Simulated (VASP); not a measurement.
Write the native input for VASP 6.6.1 that does the following.

```yaml
Task: single point
Functional: PBEsol
Potentials_or_basis: VASP PAW PBE potentials, release 64 (B)
Cutoff: 520 eV
k_mesh: 18 × 18 × 10
Occupations: gaussian, width 0.1 eV
Spin: no spin polarisation
Dipole_correction: no
Further_INCAR_settings: ALGO = Fast; EDIFF = 1e-06; NBANDS = 14
```

The structure of B lies in POSCAR:

```
B
1.0
    2.9866962694      0.0000000000      0.0000000000
   -1.4933481347      2.5865548427      0.0000000000
    0.0000000000      0.0000000000      3.9667873491
B
4
Direct
    0.0000000000      0.0000000000      0.2500000000
    0.0000000000      0.0000000000      0.7500000000
    0.3333333333      0.6666666667      0.2500000000
    0.6666666667      0.3333333333      0.7500000000
```

The input as run:

INCAR

```
PREC = Accurate
ENCUT = 520
EDIFF = 1E-6
ISMEAR = 0
SIGMA = 0.1
LREAL = False
LASPH = True
NELM = 80
ALGO = Fast
ISIF = 2
LWAVE = False
LCHARG = True
GGA = PS
LELF = True
LVHAR = True
NBANDS = 14
```

KPOINTS

```
regular mesh
0
Gamma
  18 18 10
```

Potentials or basis: VASP PAW PBE potentials, release 64 (B).

Run with:

```sh
$ cat potpaw_PBE.64/B/POTCAR > POTCAR
$ mpirun -np 1 vasp_std > vasp.out
```

It gave:

The pressure is 0.3 GPa and the band gap on the k mesh is zero (band 6 reaches 6.82 eV, above the bottom of band 7 at 3.53 eV).

Caveat: the PAW data sets were made with another functional, which shifts forces and pressure a little.

Run time: 58 s on 1 thread of Intel(R) Xeon(R) Platinum 8259CL CPU @ 2.50GHz (Skylake/Cascade Lake), on a shared host, peak memory 0.19 GiB.
